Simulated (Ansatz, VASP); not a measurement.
Eu in VASP and in Ansatz

```
CELL_PARAMETERS angstrom
0.00000 2.78930 2.78930
2.78930 0.00000 2.78930
2.78930 2.78930 0.00000
ATOMIC_POSITIONS crystal
Eu 0.00000 0.00000 0.00000
```

Alike in both runs: task single point; functional PBE; k mesh 7 × 7 × 7; occupations fermi-dirac, width 0.05 eV; collinear spin; fixed moment 8.8 μB.

|  | VASP | Ansatz |
| --- | --- | --- |
| version | VASP 6.6.1 | Ansatz 0.2.0 |
| potentials or method | VASP PAW PBE potentials, release 64 (Eu) | Ansatz PAW |
| plane-wave cutoff (eV) | 520 | 420 |
| valence electrons in the cell | 17 | 17 |

|  | VASP | Ansatz | Ansatz less VASP |
| --- | --- | --- | --- |
| pressure (GPa) | -0.9 | -0.7 | +0.25 |
| net moment per atom (μB) | 8.80 | 8.80 | 0.000 |
| size of the moment on the site where the two differ most (μB) | 7.02 | 7.88 | +0.854 |

Site moments also hang on the region over which each program counts them.

Neither program's run includes spin-orbit coupling.
